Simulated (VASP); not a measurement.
## BeS5: relaxation of cell and atoms with PBE

The system is BeS5.

```
Be S
1.0
     5.39256    0.00000    0.00000
    -2.69628    4.67009    0.00000
     0.00000    0.00000    4.53183
Be S
1 5
Direct
  0.00000 0.00000 0.50000
  0.33333 0.66667 0.28993
  0.66667 0.33333 0.28993
  0.66667 0.33333 0.71007
  0.33333 0.66667 0.71007
  0.00000 0.00000 0.00000
```

| Item | Value |
| --- | --- |
| Program | VASP 6.6.1 |
| Task | relaxation of cell and atoms |
| Functional | PBE |
| Potentials or basis | VASP PAW PBE potentials, release 64 (Be, S) |
| Cutoff | 600 eV |
| k mesh | 12 × 12 × 8 |
| Occupations | gaussian, width 0.1 eV |
| Spin | no spin polarisation |
| Dipole correction | no |
| Further INCAR settings | ALGO = Normal; EDIFF = 1e-06; IBRION = 2; EDIFFG = -0.01; NSW = 100; ISIF = 3 |

* Relaxed volume: 18.90 Å³/atom
* Relaxed cell: a = 5.386 Å, b = 5.386 Å, c = 4.514 Å, α = 90.00°, β = 90.00°, γ = 120.00°
* Space group after relaxing (to 0.05 Å): P6/mmm (No. 191)
* Energy gained by relaxing: 0.3 meV/atom
* Ionic steps: 5
* Pressure after relaxing: 0.0 GPa
* Band gap on the k mesh: zero (band 16 reaches 5.12 eV, above the bottom of band 17 at 4.50 eV)

Forces in eV/Å, atoms in the order of the input:
```
Be   0.000  0.000  0.000
S    0.000  0.000  0.003
S    0.000  0.000  0.003
S    0.000  0.000 -0.003
S    0.000  0.000 -0.003
S    0.000  0.000  0.000
```

Step by step:
| step | energy change (eV) | largest force (eV/Å) | pressure (GPa) | volume (Å³) |
| --- | --- | --- | --- | --- |
| 1 | 0.0000 | 0.1008 | -0.52 | 114.13 |
| 2 | 0.0072 | 0.4988 | 0.97 | 113.11 |
| 3 | -0.0011 | 0.0511 | -0.13 | 113.86 |
| 4 | -0.0015 | 0.0157 | -0.05 | 113.55 |
| 5 | -0.0015 | 0.0027 | -0.01 | 113.40 |

Final structure:
```cif
data_structure
_symmetry_space_group_name_H-M 'P 1'
_symmetry_Int_Tables_number 1
_cell_length_a 5.3857
_cell_length_b 5.3857
_cell_length_c 4.5143
_cell_angle_alpha 90.000
_cell_angle_beta 90.000
_cell_angle_gamma 120.000
_cell_volume 113.40
loop_
_atom_site_label
_atom_site_type_symbol
_atom_site_fract_x
_atom_site_fract_y
_atom_site_fract_z
_atom_site_occupancy
Be1 Be 0.00000 0.00000 0.50000 1
S1 S 0.33333 0.66667 0.28963 1
S2 S 0.66667 0.33333 0.28963 1
S3 S 0.66667 0.33333 0.71037 1
S4 S 0.33333 0.66667 0.71037 1
S5 S 0.00000 0.00000 0.00000 1
```

Levels at points of the mesh, in eV from the Fermi level:
```csv
k point,band 14,band 15,band 16,band 17,band 18,band 19
"(0.00, 0.00, 0.00)",-0.87,-0.74,-0.74,-0.16,0.98,0.98
"(0.50, 0.00, 0.00)",-1.29,-1.24,0.05,0.45,0.96,1.67
"(0.00, 0.00, 0.50)",-2.60,-2.60,-2.21,1.37,1.37,1.52
"(0.50, 0.00, 0.50)",-1.79,-1.79,-0.08,0.18,0.32,2.17
```

It took 6.5 min on 1 thread of Intel(R) Xeon(R) 6975P-C (Granite Rapids), on a shared host, peak memory 0.43 GiB.
